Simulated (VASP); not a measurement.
# Ru (P6_3/mmc) in VASP: settings compared, part 2 of 2

VASP 6.6.1.

## Step 3: Electric field gradients, LDA

INCAR reads:

```
PREC = Accurate
ENCUT = 400
EDIFF = 1E-8
ISMEAR = -1
SIGMA = 0.05
LREAL = F
LASPH = T
NELM = 120
ALGO = Normal
ISIF = 2
LWAVE = F
LCHARG = F
LEFG = T
NBANDS = 21
GGA_COMPAT = F
```

KPOINTS reads:

```
regular mesh
0
Gamma
  20 20 11
```

POSCAR reads:

```
Ru
1.0
    2.7058000000      0.0000000000      0.0000000000
   -1.3529000000      2.3432915376      0.0000000000
    0.0000000000      0.0000000000      4.2819000000
Ru
2
Direct
    0.3333333333      0.6666666667      0.2500000000
    0.6666666667      0.3333333333      0.7500000000
```

Potentials or basis: VASP PAW LDA potentials, release 64 (Ru_pv).

On the command line:

```console
> cat potpaw_LDA.64/Ru_pv/POTCAR > POTCAR
> mpirun -np 1 vasp_std > vasp.out
```

OUTCAR:

```text
PREC = Accurate
   ENCUT = 400
   EDIFF = 1E-8
   ISMEAR = -1
   LREAL = F
   LASPH = T
   NELM = 120
   ISIF = 2

 ion  position               nearest neighbor table
   1  0.333  0.667  0.250-   2 2.65   2 2.65   2 2.65   2 2.65   2 2.65   2 2.65
   2  0.667  0.333  0.750-   1 2.65   1 2.65   1 2.65   1 2.65   1 2.65   1 2.65

  LATTYP: Found a hexagonal cell.
 ALAT       =     2.7058000000
 C/A-ratio  =     1.5824894671

  Lattice vectors:

 A1 = (   2.7058000000,   0.0000000000,   0.0000000000)
 A2 = (  -1.3529000000,   2.3432915376,   0.0000000000)
 A3 = (   0.0000000000,   0.0000000000,   4.2819000000)

Analysis of symmetry for initial positions (statically):
=====================================================================
 Subroutine PRICEL returns:
 Original cell was already a primitive cell.

 Routine SETGRP: Setting up the symmetry group for a
 hexagonal supercell.

 Subroutine GETGRP returns: Found 24 space group operations
 (whereof 12 operations were pure point group operations)
 out of a pool of 24 trial point group operations.

The static configuration has the point symmetry D_3d.
 The point group associated with its full space group is D_6h.

Analysis of symmetry for dynamics (positions and initial velocities):
=====================================================================
 Subroutine PRICEL returns:
 Original cell was already a primitive cell.

 Routine SETGRP: Setting up the symmetry group for a
 hexagonal supercell.

 Subroutine GETGRP returns: Found 24 space group operations
 (whereof 12 operations were pure point group operations)
 out of a pool of 24 trial point group operations.

The dynamic configuration has the point symmetry D_3d.
 The point group associated with its full space group is D_6h.

 Subroutine INISYM returns: Found 24 space group operations
 (whereof 12 operations are pure point group operations),
 and found     1 'primitive' translations

----------------------------------------------------------------------------------------

                                     Primitive cell

  volume of cell :      27.1493

  direct lattice vectors                    reciprocal lattice vectors
     2.705800000  0.000000000  0.000000000     0.369576465  0.213375072  0.000000000
    -1.352900000  2.343291538  0.000000000     0.000000000  0.426750144  0.000000000
     0.000000000  0.000000000  4.281900000     0.000000000  0.000000000  0.233541185

  length of vectors
     2.705800000  2.705800000  4.281900000     0.426750144  0.426750144  0.233541185

  position of ions in fractional coordinates (direct lattice)
     0.333333333  0.666666667  0.250000000
     0.666666667  0.333333333  0.750000000

  ion indices of the primitive-cell ions
   primitive index   ion index
                 1           1
                 2           2

----------------------------------------------------------------------------------------
[... 74 lines left out ...]
   IBRION =     -1    ionic relax: 0-MD 1-quasi-New 2-CG
   NFREE  =      0    steps in history (QN), initial steepest desc. (CG)
   ISIF   =      2    stress and relaxation
   ISYM   =      2    0-nonsym 1-usesym 2-fastsym
   POTIM  = 0.5000    time-step for ionic-motion
   TEBEG  =    0.0;   TEEND  =   0.0 temperature during run
   PSTRESS=    0.0 pullay stress
   NELECT =      28.0000    total number of electrons
   NUPDOWN=      -1.0000    fix difference up-down
   EMIN   =  10.00;   EMAX   =-10.00  energy-range for DOS
   EFERMI =   0.00;   METHOD = LEGACY
   ISMEAR =    -1;   SIGMA  =   0.05  broadening in eV -4-tet -1-fermi 0-gaus
   EFERMI_NEDOS =   21; number of points for ismear=-14 and -15
   IALGO  =     38    algorithm
   IMIX   =      4    mixing-type and parameters
     AMIX     =   0.40;   BMIX     =  1.00
     AMIX_MAG =   1.60;   BMIX_MAG =  1.00
  volume/ion in A,a.u.               =      13.57        91.61
  Fermi-wavevector in a.u.,A,eV,Ry     =   1.654022  3.125649 37.222674  2.735789
  Thomas-Fermi vector in A             =   2.742361
   LORBIT       =      0    0 simple, 1 ext, 2 COOP (PROOUT), +10 PAW based schemes
   GGA     = CA    functional components
   LHFCALC =     F    Hartree Fock is set to
   AEXX    =    0.0000 exact exchange contribution
   IVDW    =     0    specifies the selected vdW correction
   LEPSILON=     F    determine dielectric tensor
   LRPA    =     F    only Hartree local field effects (RPA)
 non-spin polarized calculation
  energy-cutoff  :      400.00
  volume of cell :       27.15
 maximum number of plane-waves:       513
 NGX is ok and might be reduce to    18
   NGX =  9   NGY =  9   NGZ = 13

 number of electron      28.0000007 magnetization

 Free energy of the ion-electron system (eV)
  ---------------------------------------------------
  ext. energy  EPLUGINS =         0.00000000
  ---------------------------------------------------
  free energy    TOTEN  =       -21.36189805 eV

  energy without entropy =      -21.34809917  energy(sigma->0) =      -21.35499861

 E-fermi :  12.7213     XC(G=0): -14.3829

 val. band max:       12.7187068315   @ k =   0.5000   0.0000   0.1818
 cond. band min:      12.7232114061   @ k =   0.3000   0.1000   0.1818
 fundamental gap:      0.0045045746
 Fermi energy:        12.7212614028

 k-point     1 :       0.0000    0.0000    0.0000
  band No.  band energies     occupation
      1     -30.7627      2.00000
      2     -29.8181      2.00000
      3     -29.8181      2.00000
      4     -29.6456      2.00000
      5     -29.6456      2.00000
      6     -29.5999      2.00000
[... 565 lines left out ...]
     20      22.6788      0.00000
     21      22.7169      0.00000

 [... further k-points ...]

------------------------ aborting loop because EDIFF is reached ----------------------------------------

  FORCE on cell =-STRESS in cart. coord.  units (eV):
  Direction    XX          YY          ZZ          XY          YZ          ZX
  --------------------------------------------------------------------------------------
  -------------------------------------------------------------------------------------
  Total       -1.9613943     -1.9613943     -2.3493770      0.0000000     -0.0000000      0.0000000
  in kB     -115.7489210   -115.7489210   -138.6451737      0.0000000     -0.0000000      0.0000000
  external PRESSURE =    -123.3810052 kB  Pullay stress =       0.0000000 kB

 VOLUME and BASIS-vectors are now :
 -----------------------------------------------------------------------------
  energy-cutoff  :      400.00
  volume of cell :       27.15
      direct lattice vectors                 reciprocal lattice vectors
     2.705800000  0.000000000  0.000000000     0.369576465  0.213375072  0.000000000
    -1.352900000  2.343291538  0.000000000     0.000000000  0.426750144  0.000000000
     0.000000000  0.000000000  4.281900000     0.000000000  0.000000000  0.233541185

 POSITION                                       TOTAL-FORCE (eV/Angst)
 -----------------------------------------------------------------------------------
     -0.00000      1.56219      1.07048         0.000000     -0.000000      0.000000
      1.35290      0.78110      3.21143        -0.000000      0.000000      0.000000
 -----------------------------------------------------------------------------------
    total drift:                               -0.000000      0.000000     -0.000000

  FREE ENERGIE OF THE ION-ELECTRON SYSTEM (eV)
  ---------------------------------------------------
  free  energy   TOTEN  =       -21.3618980499 eV

  energy  without entropy=      -21.3480991696  energy(sigma->0) =      -21.35499861

 Electric field gradients (V/A^2)
---------------------------------------------------------------------
 ion       V_xx      V_yy      V_zz      V_xy      V_xz      V_yz
---------------------------------------------------------------------
   1       8.009     8.008   -16.017    -0.001     0.000    -0.000
   2       8.009     8.008   -16.017    -0.001    -0.000     0.000
---------------------------------------------------------------------

 Electric field gradients after diagonalization (V/A^2)
 (convention: |V_zz| > |V_xx| > |V_yy|)
----------------------------------------------------------------------
 ion       V_xx      V_yy      V_zz     asymmetry (V_yy - V_xx)/ V_zz
----------------------------------------------------------------------
   1       8.010     8.008   -16.017       0.000
   2       8.010     8.008   -16.017       0.000
----------------------------------------------------------------------

           NMR quadrupolar parameters

 Cq : quadrupolar parameter    Cq=e*Q*V_zz/h
 eta: asymmetry parameters     (V_yy - V_xx)/ V_zz
 Q  : nuclear electric quadrupole moment in mb (millibarn)
----------------------------------------------------------------------
 ion       Cq(MHz)       eta       Q (mb)
----------------------------------------------------------------------
   1      -0.039       0.000       1.000
   2      -0.039       0.000       1.000
----------------------------------------------------------------------
```

Run time: 2.8 min. Hardware: 1 thread of AMD EPYC 7R13, shared host; peak memory 0.15 GiB.

Results:

```yaml
Free_energy: -21.3619 eV
Pressure: -12.3 GPa
Band_gap_on_the_k_mesh: zero (band 14 reaches 14.32 eV, above the bottom of band 15 at 11.07 eV)
```

Electric field gradients, principal values (V/Å²):
```tsv
atom	least	middle	greatest (by size)
1 Ru	8.008	8.010	-16.017
2 Ru	8.008	8.010	-16.017
```

Caveat: without QUAD_EFG the Cq values of the log hold for a quadrupole moment of 1 mb, not for the nuclei.

## Step 4: Electric field gradients, PBEsol

INCAR reads:

```
SYSTEM = Ru
ALGO     = Normal         ! electronic algorithm
EDIFF    = 1E-8           ! SCF threshold, eV
ENCUT    = 400            ! plane-wave cutoff, eV
GGA      = PS             ! functional
GGA_COMPAT= .False.      
ISIF     = 2              ! what is computed and relaxed
ISMEAR   = -1             ! smearing method
LASPH    = .True.         ! aspherical terms in the spheres
LCHARG   = .False.        ! write CHGCAR
LEFG     = .True.       
LREAL    = .False.        ! projectors in reciprocal space
LWAVE    = .False.        ! write WAVECAR
NBANDS   = 21             ! bands
NELM     = 120            ! most SCF steps
PREC     = Accurate       ! precision mode
SIGMA    = 0.05           ! smearing width, eV
```

KPOINTS reads:

```
k-points
0
Gamma
  20 20 11
  0 0 0
```

POSCAR is that of step 3.

Potentials or basis: VASP PAW PBE potentials, release 64 (Ru_pv).

On the command line:

```console
> cat potpaw_PBE.64/Ru_pv/POTCAR > POTCAR
> mpirun -np 1 vasp_std > vasp.out
```

OUTCAR:

```text
SYSTEM = Ru
   EDIFF = 1E-8
   ENCUT = 400
   GGA = PS
   ISIF = 2
   ISMEAR = -1
   LASPH = .True.
   LREAL = .False.
   NELM = 120
   PREC = Accurate

 ion  position               nearest neighbor table
   1  0.333  0.667  0.250-   2 2.65   2 2.65   2 2.65   2 2.65   2 2.65   2 2.65
   2  0.667  0.333  0.750-   1 2.65   1 2.65   1 2.65   1 2.65   1 2.65   1 2.65

  LATTYP: Found a hexagonal cell.
 ALAT       =     2.7058000000
 C/A-ratio  =     1.5824894671

  Lattice vectors:

 A1 = (   2.7058000000,   0.0000000000,   0.0000000000)
 A2 = (  -1.3529000000,   2.3432915376,   0.0000000000)
 A3 = (   0.0000000000,   0.0000000000,   4.2819000000)

Analysis of symmetry for initial positions (statically):
=====================================================================
 Subroutine PRICEL returns:
 Original cell was already a primitive cell.

 Routine SETGRP: Setting up the symmetry group for a
 hexagonal supercell.
[... 767 lines left out ...]
  volume of cell :       27.15
      direct lattice vectors                 reciprocal lattice vectors
     2.705800000  0.000000000  0.000000000     0.369576465  0.213375072  0.000000000
    -1.352900000  2.343291538  0.000000000     0.000000000  0.426750144  0.000000000
     0.000000000  0.000000000  4.281900000     0.000000000  0.000000000  0.233541185

 POSITION                                       TOTAL-FORCE (eV/Angst)
 -----------------------------------------------------------------------------------
     -0.00000      1.56219      1.07048        -0.000000      0.000000      0.000000
      1.35290      0.78110      3.21143         0.000000     -0.000000      0.000000
 -----------------------------------------------------------------------------------
    total drift:                               -0.000000      0.000000     -0.000000

  FREE ENERGIE OF THE ION-ELECTRON SYSTEM (eV)
  ---------------------------------------------------
  free  energy   TOTEN  =       -20.3373435044 eV

  energy  without entropy=      -20.3235541309  energy(sigma->0) =      -20.33044882

 Electric field gradients (V/A^2)
---------------------------------------------------------------------
 ion       V_xx      V_yy      V_zz      V_xy      V_xz      V_yz
---------------------------------------------------------------------
   1       7.764     7.763   -15.528    -0.001     0.000    -0.000
   2       7.764     7.763   -15.528    -0.001    -0.000     0.000
---------------------------------------------------------------------

 Electric field gradients after diagonalization (V/A^2)
 (convention: |V_zz| > |V_xx| > |V_yy|)
----------------------------------------------------------------------
 ion       V_xx      V_yy      V_zz     asymmetry (V_yy - V_xx)/ V_zz
----------------------------------------------------------------------
   1       7.765     7.763   -15.528       0.000
   2       7.765     7.763   -15.528       0.000
----------------------------------------------------------------------

           NMR quadrupolar parameters

 Cq : quadrupolar parameter    Cq=e*Q*V_zz/h
 eta: asymmetry parameters     (V_yy - V_xx)/ V_zz
 Q  : nuclear electric quadrupole moment in mb (millibarn)
----------------------------------------------------------------------
 ion       Cq(MHz)       eta       Q (mb)
----------------------------------------------------------------------
   1      -0.038       0.000       1.000
   2      -0.038       0.000       1.000
----------------------------------------------------------------------
```

It took 3.1 min on 1 thread of AMD EPYC 7R13, shared host; peak memory 0.16 GiB.

Results:

```yaml
Free_energy: -20.3373 eV
Pressure: -7.2 GPa
Band_gap_on_the_k_mesh: zero (band 14 reaches 14.33 eV, above the bottom of band 15 at 11.08 eV)
```

Stress tensor (GPa, compression positive):
```
-6.53  0.00  0.00
 0.00 -6.53  0.00
 0.00  0.00 -8.50
```

Levels at points of the mesh, in eV from the Fermi level:
```
           k point  band 12  band 13  band 14  band 15  band 16  band 17
(0.00, 0.00, 0.00)    -1.95    -1.95    -1.41    -1.41     1.17     1.17
(0.50, 0.00, 0.00)    -1.85    -1.56     1.41     1.83     1.91     4.03
```

Electric field gradients, principal values (V/Å²):
```tsv
atom	least	middle	greatest (by size)
1 Ru	7.763	7.765	-15.528
2 Ru	7.763	7.765	-15.528
```

Caveat: without QUAD_EFG the Cq values of the log hold for a quadrupole moment of 1 mb, not for the nuclei; the PAW data sets were made with another functional, which shifts forces and pressure a little.

## Step 5: Electric field gradients, PBE

INCAR reads:

```
SYSTEM = Ru
PREC = Accurate ; ENCUT = 400
EDIFF = 1E-8 ; ISMEAR = 0
SIGMA = 0.025 ; LREAL = .False.
LASPH = .True. ; NELM = 120
ALGO = Normal ; ISIF = 2
LWAVE = .False. ; LCHARG = .False.
GGA = PE ; LEFG = .True.
NBANDS = 21 ; GGA_COMPAT = .False.
```

KPOINTS reads:

```
regular mesh
0
Gamma
  20 20 11
  0 0 0
```

POSCAR is that of step 4.

Potentials or basis: VASP PAW PBE potentials, release 64 (Ru_pv).

On the command line:

```console
> cat potpaw_PBE.64/Ru_pv/POTCAR > POTCAR
> mpirun -np 1 vasp_std > vasp.out
```

OUTCAR:

```text
SYSTEM = Ru
   PREC = Accurate
   ENCUT = 400
   EDIFF = 1E-8
   ISMEAR = 0
   LREAL = .False.
   LASPH = .True.
   NELM = 120
   ISIF = 2
   GGA = PE

 ion  position               nearest neighbor table
   1  0.333  0.667  0.250-   2 2.65   2 2.65   2 2.65   2 2.65   2 2.65   2 2.65
   2  0.667  0.333  0.750-   1 2.65   1 2.65   1 2.65   1 2.65   1 2.65   1 2.65

  LATTYP: Found a hexagonal cell.
 ALAT       =     2.7058000000
 C/A-ratio  =     1.5824894671

  Lattice vectors:

 A1 = (   2.7058000000,   0.0000000000,   0.0000000000)
 A2 = (  -1.3529000000,   2.3432915376,   0.0000000000)
 A3 = (   0.0000000000,   0.0000000000,   4.2819000000)

Analysis of symmetry for initial positions (statically):
=====================================================================
 Subroutine PRICEL returns:
 Original cell was already a primitive cell.

 Routine SETGRP: Setting up the symmetry group for a
 hexagonal supercell.

 Subroutine GETGRP returns: Found 24 space group operations
 (whereof 12 operations were pure point group operations)
[... 767 lines left out ...]
     2.705800000  0.000000000  0.000000000     0.369576465  0.213375072  0.000000000
    -1.352900000  2.343291538  0.000000000     0.000000000  0.426750144  0.000000000
     0.000000000  0.000000000  4.281900000     0.000000000  0.000000000  0.233541185

 POSITION                                       TOTAL-FORCE (eV/Angst)
 -----------------------------------------------------------------------------------
     -0.00000      1.56219      1.07048         0.000000      0.000000      0.000000
      1.35290      0.78110      3.21143        -0.000000     -0.000000      0.000000
 -----------------------------------------------------------------------------------
    total drift:                               -0.000000      0.000000     -0.000000

  FREE ENERGIE OF THE ION-ELECTRON SYSTEM (eV)
  ---------------------------------------------------
  free  energy   TOTEN  =       -18.4601463673 eV

  energy  without entropy=      -18.4596407579  energy(sigma->0) =      -18.45989356

 Electric field gradients (V/A^2)
---------------------------------------------------------------------
 ion       V_xx      V_yy      V_zz      V_xy      V_xz      V_yz
---------------------------------------------------------------------
   1       7.428     7.427   -14.856    -0.001     0.000    -0.000
   2       7.428     7.427   -14.856    -0.001    -0.000     0.000
---------------------------------------------------------------------

 Electric field gradients after diagonalization (V/A^2)
 (convention: |V_zz| > |V_xx| > |V_yy|)
----------------------------------------------------------------------
 ion       V_xx      V_yy      V_zz     asymmetry (V_yy - V_xx)/ V_zz
----------------------------------------------------------------------
   1       7.429     7.427   -14.856       0.000
   2       7.429     7.427   -14.856       0.000
----------------------------------------------------------------------

           NMR quadrupolar parameters

 Cq : quadrupolar parameter    Cq=e*Q*V_zz/h
 eta: asymmetry parameters     (V_yy - V_xx)/ V_zz
 Q  : nuclear electric quadrupole moment in mb (millibarn)
----------------------------------------------------------------------
 ion       Cq(MHz)       eta       Q (mb)
----------------------------------------------------------------------
   1      -0.036       0.000       1.000
   2      -0.036       0.000       1.000
----------------------------------------------------------------------
```

It took 2.1 min on 1 thread of Intel Xeon 8259CL, shared host; peak memory 0.19 GiB.

What came out:

```
Free energy            : -18.4601 eV
Pressure               : 3.4 GPa
Band gap on the k mesh : zero (band 14 reaches 14.45 eV, above the bottom of band 15 at 11.22 eV)
```

Stress tensor (GPa, compression positive):
```
4.10 0.00 0.00
0.00 4.10 0.00
0.00 0.00 2.11
```

Electric field gradients, principal values (V/Å²):
```csv
atom,least,middle,greatest (by size)
1 Ru,7.427,7.429,-14.856
2 Ru,7.427,7.429,-14.856
```

Caveat: without QUAD_EFG the Cq values of the log hold for a quadrupole moment of 1 mb, not for the nuclei.

## Step 6: Overview

| level | potentials or basis | smearing | gap on the mesh (eV) | pressure (GPa) |
| --- | --- | --- | --- | --- |
| PBE | VASP PAW PBE potentials, release 64 (Ru_pv) | fermi-dirac 0.05 eV | none | 3.5 |
| LDA | VASP PAW LDA potentials, release 64 (Ru_pv) | fermi-dirac 0.05 eV | none | -12.3 |
| PBEsol | VASP PAW PBE potentials, release 64 (Ru_pv) | fermi-dirac 0.05 eV | none | -7.2 |
| PBE | VASP PAW PBE potentials, release 64 (Ru_pv) | gaussian 0.025 eV | none | 3.4 |

Alike in all rows: task electric field gradients; no spin polarisation; cell as given; k mesh 20 × 20 × 11; cutoff (eV) 400.

Caveats: the PAW data sets were made with another functional, which shifts forces and pressure a little (some runs).

Absolute energies hang on the potentials; compare differences alone.
